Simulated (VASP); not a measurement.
# SiC (Moissanite) (P6_3mc) in VASP: a series of runs, part 2 of 2

VASP 6.6.1. Earlier steps stand in the parts before.

### 3 Single point, PBEsol

Input file INCAR:

```
ALGO = Normal ; EDIFF = 1E-6
ENCUT = 520 ; GGA = PS
ISIF = 2 ; ISMEAR = 0
LASPH = True ; LCHARG = False
LREAL = False ; LWAVE = False
NBANDS = 16 ; NELM = 80
PREC = Accurate ; SIGMA = 0.01
```

Input file KPOINTS:

```
k-points
0
Gamma
  12 12 6
```

Input file POSCAR:

```
SiC
1.0
    3.0759639164      0.0000000000      0.0000000000
   -1.5379819582      2.6638628927      0.0000000000
    0.0000000000      0.0000000000      5.0477017944
Si C
2 2
Direct
    0.3333333333      0.6666666667      0.0045904896
    0.6666666667      0.3333333333      0.5045904896
    0.3333333333      0.6666666667      0.3804095104
    0.6666666667      0.3333333333      0.8804095104
```

Potentials or basis: VASP PAW PBE potentials, release 64 (Si, C).

Run with:

```
cat potpaw_PBE.64/Si/POTCAR potpaw_PBE.64/C/POTCAR > POTCAR
mpirun -np 1 vasp_std > vasp.out
```

OUTCAR:

```text
EDIFF = 1E-6
   ENCUT = 520
   GGA = PS
   ISIF = 2
   ISMEAR = 0
   LASPH = True
   LREAL = False
   NELM = 80
   PREC = Accurate

 ion  position               nearest neighbor table
   1  0.333  0.667  0.005-   4 1.88   4 1.88   4 1.88   3 1.90   2 3.09   2 3.09   2 3.09   2 3.09
                             2 3.09   2 3.09
   2  0.667  0.333  0.505-   3 1.88   3 1.88   3 1.88   4 1.90   1 3.09   1 3.09   1 3.09   1 3.09
                             1 3.09   1 3.09
   3  0.333  0.667  0.380-   2 1.88   2 1.88   2 1.88   1 1.90
   4  0.667  0.333  0.880-   1 1.88   1 1.88   1 1.88   2 1.90

  LATTYP: Found a hexagonal cell.
 ALAT       =     3.0759639164
 C/A-ratio  =     1.6410146320

  Lattice vectors:

 A1 = (   3.0759639164,   0.0000000000,   0.0000000000)
 A2 = (  -1.5379819582,   2.6638628927,   0.0000000000)
 A3 = (   0.0000000000,   0.0000000000,   5.0477017944)

Analysis of symmetry for initial positions (statically):
=====================================================================
 Subroutine PRICEL returns:
 Original cell was already a primitive cell.

 Routine SETGRP: Setting up the symmetry group for a
 hexagonal supercell.

 Subroutine GETGRP returns: Found 12 space group operations
 (whereof  6 operations were pure point group operations)
 out of a pool of 24 trial point group operations.

The static configuration has the point symmetry C_3v.
 The point group associated with its full space group is C_6v.

Analysis of symmetry for dynamics (positions and initial velocities):
=====================================================================
 Subroutine PRICEL returns:
 Original cell was already a primitive cell.

 Routine SETGRP: Setting up the symmetry group for a
 hexagonal supercell.

 Subroutine GETGRP returns: Found 12 space group operations
 (whereof  6 operations were pure point group operations)
 out of a pool of 24 trial point group operations.

The dynamic configuration has the point symmetry C_3v.
 The point group associated with its full space group is C_6v.

 Subroutine INISYM returns: Found 12 space group operations
 (whereof  6 operations are pure point group operations),
 and found     1 'primitive' translations

----------------------------------------------------------------------------------------

                                     Primitive cell

  volume of cell :      41.3606

  direct lattice vectors                    reciprocal lattice vectors
     3.075963916  0.000000000  0.000000000     0.325101343  0.187697348  0.000000000
    -1.537981958  2.663862893  0.000000000     0.000000000  0.375394696  0.000000000
     0.000000000  0.000000000  5.047701794     0.000000000  0.000000000  0.198109960

  length of vectors
     3.075963916  3.075963916  5.047701794     0.375394696  0.375394696  0.198109960

  position of ions in fractional coordinates (direct lattice)
     0.333333333  0.666666667  0.004590490
     0.666666667  0.333333333  0.504590490
     0.333333333  0.666666667  0.380409510
     0.666666667  0.333333333  0.880409510

  ion indices of the primitive-cell ions
   primitive index   ion index
                 1           1
                 2           2
                 3           3
                 4           4

----------------------------------------------------------------------------------------

 KPOINTS: k-points

Automatic generation of k-mesh.
 Grid dimensions read from file:
 generate k-points for:   12   12    6

 Generating k-lattice:

  Cartesian coordinates                     Fractional coordinates (reciprocal lattice)
     0.027091779  0.015641446  0.000000000     0.083333333 -0.000000000  0.000000000
     0.000000000  0.031282891  0.000000000     0.000000000  0.083333333  0.000000000
     0.000000000  0.000000000  0.033018327     0.000000000  0.000000000  0.166666667

  Length of vectors
     0.031282891  0.031282891  0.033018327

  Shift w.r.t. Gamma in fractional coordinates (k-lattice)
     0.000000000  0.000000000  0.000000000

 Subroutine IBZKPT returns following result:
 ===========================================

 Found     76 irreducible k-points:

 Following reciprocal coordinates:
            Coordinates               Weight
  0.000000  0.000000  0.000000      1.000000
  0.083333  0.000000  0.000000      6.000000
  0.166667 -0.000000  0.000000      6.000000
  0.250000 -0.000000  0.000000      6.000000
  0.333333 -0.000000  0.000000      6.000000
  0.416667 -0.000000  0.000000      6.000000
[... 16 lines left out ...]
  0.250000 -0.000000  0.166667     12.000000
  0.333333 -0.000000  0.166667     12.000000
 [... further k-points ...]
   k-points           NKPTS =     76   k-points in BZ     NKDIM =     76   number of bands    NBANDS=     16
   number of dos      NEDOS =    301   number of ions     NIONS =      4
   total plane-waves  NPLWV =  23040
   dimension x,y,z NGX =    24 NGY =   24 NGZ =   40
   dimension x,y,z NGXF=    48 NGYF=   48 NGZF=   80
   ions per type =               2   2
   NGX,Y,Z   is equivalent  to a cutoff of  12.97, 12.97, 13.17 a.u.
   NGXF,Y,Z  is equivalent  to a cutoff of  25.94, 25.94, 26.35 a.u.
 SYSTEM =  unknown system
   PREC   = accura    normal or accurate (medium, high low for compatibility)
   ISTART =      0    job   : 0-new  1-cont  2-samecut
   ICHARG =      2    charge: 1-file 2-atom 10-const
   ISPIN  =      1    spin polarized calculation?
   LNONCOLLINEAR =      F non collinear calculations
   LSORBIT =      F    spin-orbit coupling
   LASPH  =      T    aspherical Exc in radial PAW
   ENCUT  =  520.0 eV  38.22 Ry    6.18 a.u.   5.72  5.72  9.39*2*pi/ulx,y,z
   NELM   =     80;   NELMIN=  2; NELMDL= -5     # of ELM steps
   EDIFF  = 0.1E-05   stopping-criterion for ELM
   LREAL  =      F    real-space projection
   EDIFFG = 0.1E-04   stopping-criterion for IOM
   NSW    =      0    number of steps for IOM
   IBRION =     -1    ionic relax: 0-MD 1-quasi-New 2-CG
   NFREE  =      0    steps in history (QN), initial steepest desc. (CG)
   ISIF   =      2    stress and relaxation
   ISYM   =      2    0-nonsym 1-usesym 2-fastsym
   POTIM  = 0.5000    time-step for ionic-motion
   TEBEG  =    0.0;   TEEND  =   0.0 temperature during run
   PSTRESS=    0.0 pullay stress
   NELECT =      16.0000    total number of electrons
   NUPDOWN=      -1.0000    fix difference up-down
   EMIN   =  10.00;   EMAX   =-10.00  energy-range for DOS
   EFERMI =   0.00;   METHOD = LEGACY
   ISMEAR =     0;   SIGMA  =   0.01  broadening in eV -4-tet -1-fermi 0-gaus
   EFERMI_NEDOS =   21; number of points for ismear=-14 and -15
   IALGO  =     38    algorithm
   IMIX   =      4    mixing-type and parameters
     AMIX     =   0.40;   BMIX     =  1.00
     AMIX_MAG =   1.60;   BMIX_MAG =  1.00
  volume/ion in A,a.u.               =      10.34        69.78
  Fermi-wavevector in a.u.,A,eV,Ry     =   1.192850  2.254160 19.359614  1.422892
  Thomas-Fermi vector in A             =   2.328879
   LORBIT       =      0    0 simple, 1 ext, 2 COOP (PROOUT), +10 PAW based schemes
   GGA     = PS    functional components
   LHFCALC =     F    Hartree Fock is set to
   AEXX    =    0.0000 exact exchange contribution
   IVDW    =     0    specifies the selected vdW correction
   LEPSILON=     F    determine dielectric tensor
   LRPA    =     F    only Hartree local field effects (RPA)
 non-spin polarized calculation
 Gauss-broadening in eV      SIGMA  =   0.01
  energy-cutoff  :      520.00
  volume of cell :       41.36
 maximum number of plane-waves:      1132
 NGX is ok and might be reduce to    24
   NGX = 11   NGY = 11   NGZ = 19

 number of electron      15.9999999 magnetization

 Free energy of the ion-electron system (eV)
  ---------------------------------------------------
  ext. energy  EPLUGINS =         0.00000000
  ---------------------------------------------------
  free energy    TOTEN  =       -31.82220099 eV

  energy without entropy =      -31.82220099  energy(sigma->0) =      -31.82220099

 E-fermi :   8.2676     XC(G=0): -11.4997

 val. band max:        8.2096892172   @ k =   0.0000   0.0000   0.0000
 cond. band min:      10.3232935669   @ k =   0.3333   0.3333   0.0000
 fundamental gap:      2.1136043497
 Fermi energy:         8.2676336587

 k-point     1 :       0.0000    0.0000    0.0000
  band No.  band energies     occupation
      1      -7.3810      2.00000
      2      -3.7760      2.00000
      3      -0.5537      2.00000
      4       6.8871      2.00000
      5       6.8871      2.00000
      6       8.0970      2.00000
[... 433 lines left out ...]
      3       0.8525      2.00000
      4       2.5127      2.00000
      5       3.4152      2.00000
      6       5.3397      2.00000
[... 8 lines left out ...]
     15      19.4440      0.00000
     16      20.1916      0.00000

 [... further k-points ...]
[... 5 lines left out ...]
  --------------------------------------------------------------------------------------
  -------------------------------------------------------------------------------------
  Total        0.0891122      0.0891122      0.0912615      0.0000000      0.0000000      0.0000000
  in kB        3.4519225      3.4519225      3.5351789      0.0000000      0.0000000      0.0000000
  external PRESSURE =       3.4796746 kB  Pullay stress =       0.0000000 kB

 VOLUME and BASIS-vectors are now :
 -----------------------------------------------------------------------------
  energy-cutoff  :      520.00
  volume of cell :       41.36
      direct lattice vectors                 reciprocal lattice vectors
     3.075963916  0.000000000  0.000000000     0.325101343  0.187697348  0.000000000
    -1.537981958  2.663862893  0.000000000     0.000000000  0.375394696  0.000000000
     0.000000000  0.000000000  5.047701794     0.000000000  0.000000000  0.198109960

 POSITION                                       TOTAL-FORCE (eV/Angst)
 -----------------------------------------------------------------------------------
     -0.00000      1.77591      0.02317         0.000000      0.000000      0.000910
      1.53798      0.88795      2.54702        -0.000000     -0.000000      0.000910
     -0.00000      1.77591      1.92019         0.000000      0.000000     -0.000910
      1.53798      0.88795      4.44404         0.000000      0.000000     -0.000910
 -----------------------------------------------------------------------------------
    total drift:                               -0.000000     -0.000000     -0.000146

  FREE ENERGIE OF THE ION-ELECTRON SYSTEM (eV)
  ---------------------------------------------------
  free  energy   TOTEN  =       -31.8222009863 eV

  energy  without entropy=      -31.8222009863  energy(sigma->0) =      -31.82220099
```

stdout:

```text
POSCAR found type information on POSCAR SiC
 POSCAR found :  2 types and       4 ions
 scaLAPACK will be used
 -----------------------------------------------------------------------------
|                                                                             |
|                                                                             |
|     You enforced a specific xc type in the INCAR file but a different       |
|     I HOPE YOU KNOW WHAT YOU ARE DOING!                                     |
|                                                                             |
 -----------------------------------------------------------------------------

 LDA part: xc-table for (Slater+PW92), standard interpolation
 POSCAR, INCAR and KPOINTS ok, starting setup
 FFT: planning ... GRIDC
 FFT: planning ... GRID_SOFT
 FFT: planning ... GRID
 WAVECAR not read
 entering main loop
```

Run time: 36 s. Hardware: 1 thread of AMD EPYC 7R43 (Zen 3), shared host; peak memory 0.14 GiB.

Results:

* Free energy: -31.8222 eV
* Pressure: 0.3 GPa
* Band gap on the k mesh: 2.11 eV, indirect (least direct gap 3.85 eV)

Caveat: the PAW data sets were made with another functional, which shifts forces and pressure a little. A k mesh can miss the band edges.

### 4 Relaxation of cell and atoms, PBEsol

Input file INCAR:

```
ALGO = Normal
EDIFF = 1E-6
EDIFFG = -0.005
ENCUT = 600
GGA = PS
IBRION = 2
ISIF = 3
ISMEAR = 0
LASPH = True
LCHARG = False
LREAL = False
LWAVE = False
NELM = 60
NSW = 100
PREC = Accurate
SIGMA = 0.02
```

KPOINTS is that of step 3.

Input file POSCAR:

```
SiC
1.0
    3.0756037870      0.0000000000      0.0000000000
   -1.5378018935      2.6635510115      0.0000000000
    0.0000000000      0.0000000000      5.0466711593
Si C
2 2
Direct
    0.3333333333      0.6666666667      0.0045754935
    0.6666666667      0.3333333333      0.5045754935
    0.3333333333      0.6666666667      0.3804245065
    0.6666666667      0.3333333333      0.8804245065
```

Run with:

```
cat potpaw_PBE.64/Si/POTCAR potpaw_PBE.64/C/POTCAR > POTCAR
mpirun -np 1 vasp_std > vasp.out
```

Run time: 64 s. Hardware: 1 thread of AMD EPYC 7R43 (Zen 3), shared host; peak memory 0.16 GiB.

The run converged. Its results:

```yaml
Free_energy: -31.8245 eV
Relaxed_volume: 10.35 Å³/atom
Relaxed_cell: a = 3.077 Å, b = 3.077 Å, c = 5.049 Å, α = 90.00°, β = 90.00°, γ = 120.00°
Space_group_after_relaxing_to_0.05_Å: P6_3mc (No. 186)
Energy_gained_by_relaxing: 0.0 meV/atom
Ionic_steps: 3
Pressure_after_relaxing: 0.0 GPa
Band_gap_on_the_k_mesh: 2.12 eV, indirect (least direct gap 3.85 eV)
```

Final structure:
```cif
data_structure
_symmetry_space_group_name_H-M 'P 1'
_symmetry_Int_Tables_number 1
_cell_length_a 3.0770
_cell_length_b 3.0770
_cell_length_c 5.0492
_cell_angle_alpha 90.000
_cell_angle_beta 90.000
_cell_angle_gamma 120.000
_cell_volume 41.40
loop_
_atom_site_label
_atom_site_type_symbol
_atom_site_fract_x
_atom_site_fract_y
_atom_site_fract_z
_atom_site_occupancy
Si1 Si 0.33333 0.66667 0.00459 1
Si2 Si 0.66667 0.33333 0.50459 1
C1 C 0.33333 0.66667 0.38041 1
C2 C 0.66667 0.33333 0.88041 1
```

Levels at points of the mesh, in eV from the valence-band top:
| k point | band 5 | band 6 | band 7 | band 8 | band 9 | band 10 | band 11 | band 12 |
| --- | --- | --- | --- | --- | --- | --- | --- | --- |
| (0.00, 0.00, 0.00) | -1.32 | -0.11 | 0.00 | 0.00 | 4.73 | 6.14 | 6.59 | 6.59 |
| (0.50, 0.00, 0.00) | -5.47 | -3.34 | -3.34 | -1.20 | 2.65 | 4.12 | 6.79 | 7.04 |
| (0.00, 0.00, 0.50) | -0.71 | -0.71 | -0.71 | -0.71 | 5.82 | 5.82 | 7.27 | 7.27 |
| (0.50, 0.00, 0.50) | -2.46 | -2.46 | -2.34 | -2.34 | 3.17 | 3.17 | 5.16 | 5.16 |

Caveat: the PAW data sets were made with another functional, which shifts forces and pressure a little. A k mesh can miss the band edges.

### 5 Relaxation of cell and atoms, PBEsol

Input file INCAR:

```
SYSTEM = SiC
  PREC = Accurate
  ENCUT = 600
  EDIFF = 1E-6
  ISMEAR = 0
  SIGMA = 0.01
  LREAL = .FALSE.
  LASPH = .TRUE.
  NELM = 60
  ALGO = Normal
  ISIF = 3
  LWAVE = .FALSE.
  LCHARG = .FALSE.
  GGA = PS
  IBRION = 2
  NSW = 80
  EDIFFG = -0.001
```

Input file KPOINTS:

```
Automatic mesh
0
G
  12 12 6
  0 0 0
```

Input file POSCAR:

```
SiC
1.0
    3.0759639164      0.0000000000      0.0000000000
   -1.5379819582      2.6638628927      0.0000000000
    0.0000000000      0.0000000000      5.0477017944
Si C
2 2
Direct
    0.3333333333      0.6666666667      0.0045904896
    0.6666666667      0.3333333333      0.5045904896
    0.3333333333      0.6666666667      0.3804095104
    0.6666666667      0.3333333333      0.8804095104
```

Run with:

```
cat potpaw_PBE.64/Si/POTCAR potpaw_PBE.64/C/POTCAR > POTCAR
mpirun -np 1 vasp_std > vasp.out
```

Wall time 60 s (1 thread of AMD EPYC 7R43 (Zen 3), shared host); peak memory 0.16 GiB.

It converged, with:

* Free energy: -31.8245 eV
* Relaxed volume: 10.35 Å³/atom
* Relaxed cell: a = 3.077 Å, b = 3.077 Å, c = 5.049 Å, α = 90.00°, β = 90.00°, γ = 120.00°
* Space group after relaxing (to 0.05 Å): P6_3mc (No. 186)
* Energy gained by relaxing: 0.0 meV/atom
* Ionic steps: 3
* Pressure after relaxing: 0.0 GPa
* Band gap on the k mesh: 2.12 eV, indirect (least direct gap 3.85 eV)

Final structure:
```yaml
crystal:
  lattice:
    - [3.07699, 0.00000, 0.00000]
    - [-1.53849, 2.66475, 0.00000]
    - [0.00000, 0.00000, 5.04943]
  atoms:
    - { symbol: Si, position: [0.33333, 0.66667, 0.00459] }
    - { symbol: Si, position: [0.66667, 0.33333, 0.50459] }
    - { symbol: C, position: [0.33333, 0.66667, 0.38041] }
    - { symbol: C, position: [0.66667, 0.33333, 0.88041] }
```

Levels at points of the mesh, in eV from the valence-band top:
```tsv
k point	band 6	band 7	band 8	band 9	band 10	band 11
(0.00, 0.00, 0.00)	-0.11	0.00	0.00	4.73	6.14	6.59
(0.50, 0.00, 0.00)	-3.34	-3.34	-1.20	2.65	4.12	6.79
(0.00, 0.00, 0.50)	-0.71	-0.71	-0.71	5.82	5.82	7.27
(0.50, 0.00, 0.50)	-2.46	-2.34	-2.34	3.17	3.17	5.16
```

Caveat: the PAW data sets were made with another functional, which shifts forces and pressure a little. A k mesh can miss the band edges.

### 6 The runs side by side

```tsv
task	cell	cutoff (eV)	smearing	gap on the mesh (eV)	pressure (GPa)	relaxed volume (Å³/atom)
single point	a = 3.076, b = 3.076, c = 5.048 Å, angles 90.0, 90.0, 120.0°, 4 atoms	520	gaussian 0.02 eV	2.11	0.3	-
single point	a = 3.076, b = 3.076, c = 5.048 Å, angles 90.0, 90.0, 120.0°, 4 atoms	520	gaussian 0.01 eV	2.11	0.3	-
relaxation of cell and atoms	relaxed from a = 3.076, b = 3.076, c = 5.047 Å, angles 90.0, 90.0, 120.0°, 4 atoms	600	gaussian 0.02 eV	2.12	0.0	10.35
relaxation of cell and atoms	relaxed from a = 3.076, b = 3.076, c = 5.048 Å, angles 90.0, 90.0, 120.0°, 4 atoms	600	gaussian 0.01 eV	2.12	0.0	10.35
```

Alike in all rows: level PBEsol; potentials or basis VASP PAW PBE potentials, release 64 (Si, C); no spin polarisation; k mesh 12 × 12 × 6.

Caveats: the PAW data sets were made with another functional, which shifts forces and pressure a little.

Total energies depend on the potentials used, so only differences within one code and one set of settings carry meaning.
